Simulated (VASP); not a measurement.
Write the native input for VASP 6.6.1 that does the following.

* Task: single point
* Functional: PBEsol
* Potentials or basis: VASP PAW PBE potentials, release 64 (B)
* Cutoff: 520 eV
* k mesh: 33 × 33 × 14
* Occupations: gaussian, width 0.15 eV
* Spin: no spin polarisation
* Dipole correction: no
* Further INCAR settings: ALGO = Normal; EDIFF = 1e-06; NBANDS = 8

The structure of B lies in POSCAR:

```
B
1.0
    1.6768970722      0.0000000000      0.0000000000
   -0.8384485361      1.4522354640      0.0000000000
    0.0000000000      0.0000000000      3.7444855355
B
1
Direct
    0.0000000000      0.0000000000      0.0000000000
```

This cell differs from its parent crystal: strain -0.015 along x and y, +0.030 along z.

The input as run:

INCAR

```
SYSTEM = B
PREC = Accurate
ENCUT = 520
EDIFF = 1E-6
ISMEAR = 0
SIGMA = 0.15
LREAL = .False.
LASPH = .True.
NELM = 80
ALGO = Normal
ISIF = 2
LWAVE = .False.
LCHARG = .False.
GGA = PS
NBANDS = 8
```

KPOINTS

```
regular mesh
0
Gamma
  33 33 14
  0 0 0
```

Potentials or basis: VASP PAW PBE potentials, release 64 (B).

The run is started by

```sh
$ cat potpaw_PBE.64/B/POTCAR > POTCAR
$ mpirun -np 1 vasp_std > vasp.out
```

It gave:

```json
{
  "Pressure": "10.5 GPa"
}
```

Caveat: the cell differs from its parent crystal (strain -0.015 along x and y, +0.030 along z); the PAW data sets were made with another functional, which shifts forces and pressure a little.

Wall time 26 s on 1 thread of Intel Xeon 6975P-C (shared host), peak memory 0.15 GiB.
